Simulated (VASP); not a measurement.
# V (P6_3/mmc) in VASP: notebook

V is run at these levels: PBE; tasks: single point.

Program: VASP 6.6.1. These are calculated values, not measurements. Logs are shortened: lines on timing, memory, paths and dates and some standing lists are left out, and cuts for length are marked.

**1. The cell of the first run**

The structure is hexagonal, space group P6_3/mmc (No. 194). The conventional cell has a = 2.682 Å, b = 2.682 Å, c = 4.808 Å, α = 90.00°, β = 90.00°, γ = 120.00°. V (site symmetry -6m2) has 12 V at 2.68 to 2.86 Å within 3.5 Å.

**2. Single point, PBE (volume scaled by 1.08)**

Input file INCAR:

```
SYSTEM = V
PREC     = Accurate       ! precision mode
ENCUT    = 520            ! plane-wave cutoff, eV
EDIFF    = 1E-6           ! SCF threshold, eV
ISMEAR   = -1             ! smearing method
SIGMA    = 0.1            ! smearing width, eV
LREAL    = .False.        ! projectors in reciprocal space
LASPH    = .True.         ! aspherical terms in the spheres
NELM     = 60             ! most SCF steps
ALGO     = Normal         ! electronic algorithm
ISIF     = 2              ! what is computed and relaxed
LWAVE    = .False.        ! write WAVECAR
LCHARG   = .False.        ! write CHGCAR
GGA      = PE             ! functional
NBANDS   = 20             ! bands
```

Input file KPOINTS:

```
regular mesh
0
Gamma
  16 16 8
  0 0 0
```

Input file POSCAR:

```
V
1.0
    2.6819131264      0.0000000000      0.0000000000
   -1.3409565632      2.3226048982      0.0000000000
    0.0000000000      0.0000000000      4.8076872355
V
2
Direct
    0.3333333333      0.6666666667      0.2500000000
    0.6666666667      0.3333333333      0.7500000000
```

Potentials or basis: VASP PAW PBE potentials, release 64 (V_sv).

The run is started by

```
> cat potpaw_PBE.64/V_sv/POTCAR > POTCAR
> mpirun -np 1 vasp_std > vasp.out
```

OUTCAR:

```text
SYSTEM = V
   PREC = Accurate
   ENCUT = 520
   EDIFF = 1E-6
   ISMEAR = -1
   LREAL = .False.
   LASPH = .True.
   NELM = 60
   ISIF = 2
   GGA = PE

 ion  position               nearest neighbor table
   1  0.333  0.667  0.250-   2 2.86   2 2.86   2 2.86   2 2.86   2 2.86   2 2.86
   2  0.667  0.333  0.750-   1 2.86   1 2.86   1 2.86   1 2.86   1 2.86   1 2.86

  LATTYP: Found a hexagonal cell.
 ALAT       =     2.6819131264
 C/A-ratio  =     1.7926334706

  Lattice vectors:

 A1 = (   2.6819131264,   0.0000000000,   0.0000000000)
 A2 = (  -1.3409565632,   2.3226048982,   0.0000000000)
 A3 = (   0.0000000000,   0.0000000000,   4.8076872355)

Analysis of symmetry for initial positions (statically):
=====================================================================
 Subroutine PRICEL returns:
 Original cell was already a primitive cell.

 Routine SETGRP: Setting up the symmetry group for a
 hexagonal supercell.

 Subroutine GETGRP returns: Found 24 space group operations
 (whereof 12 operations were pure point group operations)
 out of a pool of 24 trial point group operations.

The static configuration has the point symmetry D_3d.
 The point group associated with its full space group is D_6h.

Analysis of symmetry for dynamics (positions and initial velocities):
=====================================================================
 Subroutine PRICEL returns:
 Original cell was already a primitive cell.

 Routine SETGRP: Setting up the symmetry group for a
 hexagonal supercell.

 Subroutine GETGRP returns: Found 24 space group operations
 (whereof 12 operations were pure point group operations)
 out of a pool of 24 trial point group operations.

The dynamic configuration has the point symmetry D_3d.
 The point group associated with its full space group is D_6h.

 Subroutine INISYM returns: Found 24 space group operations
 (whereof 12 operations are pure point group operations),
 and found     1 'primitive' translations

----------------------------------------------------------------------------------------

                                     Primitive cell

  volume of cell :      29.9472

  direct lattice vectors                    reciprocal lattice vectors
     2.681913126  0.000000000  0.000000000     0.372868155  0.215275530  0.000000000
    -1.340956563  2.322604898  0.000000000     0.000000000  0.430551060  0.000000000
     0.000000000  0.000000000  4.807687236     0.000000000  0.000000000  0.208000219

  length of vectors
     2.681913126  2.681913126  4.807687236     0.430551060  0.430551060  0.208000219

  position of ions in fractional coordinates (direct lattice)
     0.333333333  0.666666667  0.250000000
     0.666666667  0.333333333  0.750000000

  ion indices of the primitive-cell ions
   primitive index   ion index
                 1           1
                 2           2

----------------------------------------------------------------------------------------

 KPOINTS: regular mesh

Automatic generation of k-mesh.
 Grid dimensions read from file:
 generate k-points for:   16   16    8

 Generating k-lattice:

  Cartesian coordinates                     Fractional coordinates (reciprocal lattice)
     0.023304260  0.013454721  0.000000000     0.062500000  0.000000000  0.000000000
     0.000000000  0.026909441  0.000000000     0.000000000  0.062500000  0.000000000
     0.000000000  0.000000000  0.026000027     0.000000000  0.000000000  0.125000000

  Length of vectors
     0.026909441  0.026909441  0.026000027

  Shift w.r.t. Gamma in fractional coordinates (k-lattice)
     0.000000000  0.000000000  0.000000000

 Subroutine IBZKPT returns following result:
 ===========================================

 Found    150 irreducible k-points:

 Following reciprocal coordinates:
            Coordinates               Weight
  0.000000  0.000000  0.000000      1.000000
  0.062500  0.000000  0.000000      6.000000
  0.125000  0.000000  0.000000      6.000000
  0.187500  0.000000  0.000000      6.000000
  0.250000  0.000000  0.000000      6.000000
  0.312500  0.000000  0.000000      6.000000
[... 16 lines left out ...]
  0.187500  0.187500  0.000000      6.000000
  0.250000  0.187500  0.000000     12.000000
 [... further k-points ...]
   k-points           NKPTS =    150   k-points in BZ     NKDIM =    150   number of bands    NBANDS=     20
   number of dos      NEDOS =    301   number of ions     NIONS =      2
   total plane-waves  NPLWV =  14400
   dimension x,y,z NGX =    20 NGY =   20 NGZ =   36
   dimension x,y,z NGXF=    40 NGYF=   40 NGZF=   72
   ions per type =               2
   NGX,Y,Z   is equivalent  to a cutoff of  12.40, 12.40, 12.45 a.u.
   NGXF,Y,Z  is equivalent  to a cutoff of  24.80, 24.80, 24.90 a.u.
 SYSTEM =  V
   PREC   = accura    normal or accurate (medium, high low for compatibility)
   ISTART =      0    job   : 0-new  1-cont  2-samecut
   ICHARG =      2    charge: 1-file 2-atom 10-const
   ISPIN  =      1    spin polarized calculation?
   LNONCOLLINEAR =      F non collinear calculations
   LSORBIT =      F    spin-orbit coupling
   LASPH  =      T    aspherical Exc in radial PAW
   ENCUT  =  520.0 eV  38.22 Ry    6.18 a.u.   4.99  4.99  8.94*2*pi/ulx,y,z
   NELM   =     60;   NELMIN=  2; NELMDL= -5     # of ELM steps
   EDIFF  = 0.1E-05   stopping-criterion for ELM
   LREAL  =      F    real-space projection
   EDIFFG = 0.1E-04   stopping-criterion for IOM
   NSW    =      0    number of steps for IOM
   IBRION =     -1    ionic relax: 0-MD 1-quasi-New 2-CG
   NFREE  =      0    steps in history (QN), initial steepest desc. (CG)
   ISIF   =      2    stress and relaxation
   ISYM   =      2    0-nonsym 1-usesym 2-fastsym
   POTIM  = 0.5000    time-step for ionic-motion
   TEBEG  =    0.0;   TEEND  =   0.0 temperature during run
   PSTRESS=    0.0 pullay stress
   NELECT =      26.0000    total number of electrons
   NUPDOWN=      -1.0000    fix difference up-down
   EMIN   =  10.00;   EMAX   =-10.00  energy-range for DOS
   EFERMI =   0.00;   METHOD = LEGACY
   ISMEAR =    -1;   SIGMA  =   0.10  broadening in eV -4-tet -1-fermi 0-gaus
   EFERMI_NEDOS =   21; number of points for ismear=-14 and -15
   IALGO  =     38    algorithm
   IMIX   =      4    mixing-type and parameters
     AMIX     =   0.40;   BMIX     =  1.00
     AMIX_MAG =   1.60;   BMIX_MAG =  1.00
  volume/ion in A,a.u.               =      14.97       101.05
  Fermi-wavevector in a.u.,A,eV,Ry     =   1.561758  2.951296 33.185827  2.439089
  Thomas-Fermi vector in A             =   2.664777
   LORBIT       =      0    0 simple, 1 ext, 2 COOP (PROOUT), +10 PAW based schemes
   GGA     = PE    functional components
   LHFCALC =     F    Hartree Fock is set to
   AEXX    =    0.0000 exact exchange contribution
   IVDW    =     0    specifies the selected vdW correction
   LEPSILON=     F    determine dielectric tensor
   LRPA    =     F    only Hartree local field effects (RPA)
 non-spin polarized calculation
  energy-cutoff  :      520.00
  volume of cell :       29.95
 maximum number of plane-waves:       825
 NGX is ok and might be reduce to    20
   NGX =  9   NGY =  9   NGZ = 17

 number of electron      25.9999990 magnetization

 Free energy of the ion-electron system (eV)
  ---------------------------------------------------
  ext. energy  EPLUGINS =         0.00000000
  ---------------------------------------------------
  free energy    TOTEN  =       -17.45733637 eV

  energy without entropy =      -17.32722660  energy(sigma->0) =      -17.39228149

 E-fermi :   8.7787     XC(G=0): -12.3255

 val. band max:        8.7740602813   @ k =   0.1250   0.1250   0.2500
 cond. band min:       8.7864263512   @ k =   0.4375   0.1250   0.3750
 fundamental gap:      0.0123660699
 Fermi energy:         8.7787419166

 k-point     1 :       0.0000    0.0000    0.0000
  band No.  band energies     occupation
      1     -55.3245      2.00000
      2     -55.2433      2.00000
      3     -29.3646      2.00000
      4     -28.8615      2.00000
      5     -28.7696      2.00000
      6     -28.7696      2.00000
[... 12 lines left out ...]
     19      11.3717      0.00000
     20      11.3717      0.00000

 k-point     2 :       0.0625    0.0000    0.0000
  band No.  band energies     occupation
      1     -55.3195      2.00000
      2     -55.2397      2.00000
      3     -29.3564      2.00000
      4     -28.8621      2.00000
      5     -28.7947      2.00000
      6     -28.7764      2.00000
[... 12 lines left out ...]
     19      11.3890      0.00000
     20      11.6673      0.00000

 k-point     3 :       0.1250    0.0000    0.0000
  band No.  band energies     occupation
      1     -55.3052      2.00000
      2     -55.2294      2.00000
      3     -29.3329      2.00000
      4     -28.8660      2.00000
      5     -28.8646      2.00000
      6     -28.8188      2.00000
[... 12 lines left out ...]
     19      11.4257      0.00000
     20      12.3641      0.00000

 k-point     4 :       0.1875    0.0000    0.0000
  band No.  band energies     occupation
      1     -55.2833      2.00000
      2     -55.2142      2.00000
      3     -29.2962      2.00000
      4     -28.9728      2.00000
      5     -28.9243      2.00000
      6     -28.8695      2.00000
[... 12 lines left out ...]
     19      11.4580      0.00000
     20      13.2599      0.00000

 k-point     5 :       0.2500    0.0000    0.0000
  band No.  band energies     occupation
      1     -55.2571      2.00000
      2     -55.1967      2.00000
      3     -29.2501      2.00000
      4     -29.0987      2.00000
      5     -29.0463      2.00000
      6     -28.8781      2.00000
[... 12 lines left out ...]
     19      11.4753      0.00000
     20      14.2644      0.00000
[... 353 lines left out ...]
      6     -28.9881      2.00000
[... 12 lines left out ...]
     19      12.9458      0.00000
     20      15.5040      0.00000

 k-point    22 :       0.4375    0.1250    0.0000
  band No.  band energies     occupation
      1     -55.1762      2.00000
      2     -55.1541      2.00000
      3     -29.3938      2.00000
      4     -29.3245      2.00000
      5     -29.0787      2.00000
      6     -28.9972      2.00000
[... 12 lines left out ...]
     19      13.4182      0.00000
     20      14.8359      0.00000

 k-point    23 :       0.1875    0.1875    0.0000
  band No.  band energies     occupation
      1     -55.2236      2.00000
      2     -55.1761      2.00000
      3     -29.1871      2.00000
      4     -29.1823      2.00000
      5     -29.1763      2.00000
      6     -28.9268      2.00000
[... 12 lines left out ...]
     19      11.6216      0.00000
     20      15.7080      0.00000

 k-point    24 :       0.2500    0.1875    0.0000
  band No.  band energies     occupation
      1     -55.2011      2.00000
      2     -55.1640      2.00000
      3     -29.2616      2.00000
      4     -29.2319      2.00000
      5     -29.1402      2.00000
      6     -28.9809      2.00000
[... 12 lines left out ...]
     19      12.3351      0.00000
     20      16.6597      0.00000

 [... further k-points ...]
[... 5 lines left out ...]
  --------------------------------------------------------------------------------------
  -------------------------------------------------------------------------------------
  Total       -2.1012323     -2.1012323     -2.0541934      0.0000000      0.0000000      0.0000000
  in kB     -112.4160682   -112.4160682   -109.8994850      0.0000000      0.0000000      0.0000000
  external PRESSURE =    -111.5772071 kB  Pullay stress =       0.0000000 kB

 VOLUME and BASIS-vectors are now :
 -----------------------------------------------------------------------------
  energy-cutoff  :      520.00
  volume of cell :       29.95
      direct lattice vectors                 reciprocal lattice vectors
     2.681913126  0.000000000  0.000000000     0.372868155  0.215275530  0.000000000
    -1.340956563  2.322604898  0.000000000     0.000000000  0.430551060  0.000000000
     0.000000000  0.000000000  4.807687236     0.000000000  0.000000000  0.208000219

 POSITION                                       TOTAL-FORCE (eV/Angst)
 -----------------------------------------------------------------------------------
     -0.00000      1.54840      1.20192         0.000000      0.000000      0.000000
      1.34096      0.77420      3.60577        -0.000000     -0.000000      0.000000
 -----------------------------------------------------------------------------------
    total drift:                               -0.000000      0.000000     -0.000000

  FREE ENERGIE OF THE ION-ELECTRON SYSTEM (eV)
  ---------------------------------------------------
  free  energy   TOTEN  =       -17.4573363732 eV

  energy  without entropy=      -17.3272266048  energy(sigma->0) =      -17.39228149
```

Wall time 93 s (1 thread of Intel Xeon 6975P-C, shared host); peak memory 0.19 GiB.

Results:

| Quantity | Value |
| --- | --- |
| Free energy | -17.4573 eV |
| Pressure | -11.2 GPa |
| Band gap on the k mesh | zero (band 13 reaches 10.18 eV, above the bottom of band 14 at 8.19 eV) |

Stress tensor (GPa, compression positive):
```
-11.24   0.00   0.00
  0.00 -11.24   0.00
  0.00   0.00 -10.99
```

Levels at points of the mesh, in eV from the Fermi level:
| k point | band 10 | band 11 | band 12 | band 13 | band 14 | band 15 | band 16 | band 17 |
| --- | --- | --- | --- | --- | --- | --- | --- | --- |
| (0.00, 0.00, 0.00) | -3.23 | -0.44 | -0.24 | 0.31 | 0.31 | 0.60 | 0.60 | 1.62 |
| (0.50, 0.00, 0.00) | -2.65 | -2.41 | -0.31 | -0.27 | 0.28 | 0.53 | 2.69 | 3.12 |
| (0.00, 0.00, 0.50) | -4.96 | -0.88 | -0.88 | 0.33 | 0.33 | 0.33 | 0.33 | 2.24 |
| (0.50, 0.00, 0.50) | -2.97 | -1.58 | -1.58 | 1.40 | 1.40 | 1.48 | 1.48 | 3.18 |

(Continued in part 2 of 2.)
